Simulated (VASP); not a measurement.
A run of VASP 6.6.1 is set up as follows.

The input INCAR:

```
PREC = Accurate
ENCUT = 600
EDIFF = 1E-8
ISMEAR = 0
SIGMA = 0.01
LREAL = F
LASPH = T
NELM = 80
ALGO = Normal
ISIF = 3
LWAVE = F
LCHARG = T
NBANDS = 11
IBRION = 6
NFREE = 2
POTIM = 0.015
NSW = 1
```

Contents of KPOINTS:

```
regular mesh
0
Gamma
  8 8 8
```

File POSCAR:

```
SiC
1.0
    0.0000000000      2.1645000000      2.1645000000
    2.1645000000      0.0000000000      2.1645000000
    2.1645000000      2.1645000000      0.0000000000
Si C
1 1
Direct
    0.0000000000      0.0000000000      0.0000000000
    0.2500000000      0.2500000000      0.2500000000
```

Potentials or basis: VASP PAW LDA potentials, release 64 (Si, C).

Command:

```console
$ cat potpaw_LDA.64/Si/POTCAR potpaw_LDA.64/C/POTCAR > POTCAR
$ mpirun -np 1 vasp_std > vasp.out
```

Task: What does it give for the elastic constants C11, C12, C44?

Result: 402, 143, 253 GPa.

Task: Predict the Voigt bulk modulus.

Result: 229 GPa.

Task: Predict the highest phonon frequency at Γ, LO-TO splitting left out.

Result: 798 cm⁻¹.

Elastic tensor in Voigt notation (GPa, in the Cartesian axes of the cell as first typed):
```
402 143 143   0   0   0
143 402 143   0   0   0
143 143 402   0   0   0
  0   0   0 253   0   0
  0   0   0   0 253   0
  0   0   0   0   0 253
```
